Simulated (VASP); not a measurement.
Runs of VASP 6.6.1 on GaSb. The structure is that of space group Immm (No. 71), or close to it. The cells are those of the table. 

```tsv
level	cell	k mesh	grid for exact exchange (PRECFOCK)	share of exact exchange	screening parameter	gap on the mesh (eV)	pressure (GPa)
r2SCANh	a = 4.236 Å, angles 136.9, 101.7, 93.9°, 2 atoms	5 × 5 × 5	Normal	0.1	-	none	(c)
PBE-based screened hybrid with 25 % exact exchange	a = 4.236 Å, angles 136.9, 101.7, 93.9°, 2 atoms	5 × 5 × 5	Normal	0.25	0.6 1/Å	none	(a)
PBE	a = 4.292 Å, angles 136.9, 101.7, 93.9°, 2 atoms	10 × 10 × 10	-	-	-	none	-2.0
PBEsol-based global hybrid with 25 % exact exchange	a = 4.236 Å, angles 136.9, 101.7, 93.9°, 2 atoms	5 × 5 × 5	Normal	0.25	-	none	-4.5
PBE	a = 4.265 Å, angles 136.9, 101.7, 93.9°, 2 atoms	10 × 10 × 10	-	-	-	none	-1.1
PBE	a = 4.150 Å, angles 136.9, 101.7, 93.9°, 2 atoms	10 × 10 × 10	-	-	-	none	(b)
B3LYP	a = 4.200 Å, angles 129.2, 111.1, 90.4°, 2 atoms	5 × 5 × 5	Normal	0.2	-	none	-0.3
PBE	a = 4.320 Å, angles 136.9, 101.7, 93.9°, 2 atoms	10 × 10 × 10	-	-	-	none	-2.7
```

Alike in all rows: task single point; potentials or basis VASP PAW PBE potentials, release 64 (Sb, Ga_d); no spin polarisation; cutoff (eV) 520; smearing fermi-dirac 0.05 eV.

Task: Estimate the missing entries.

Result: (a) -1.0; (b) 3.7; (c) -2.2.

Caveats: some runs use coarse meshes; spin-orbit coupling is left out, which moves the levels of the heavy elements; the PAW data sets were made with another functional, which shifts forces and pressure a little (at least some runs); the cell stands under pressure (at least some runs).

A k mesh can miss the band edges, and the runs leave out spin-orbit coupling on Ga, Sb.

A gap of «none» marks levels without a gap at the run's occupations.
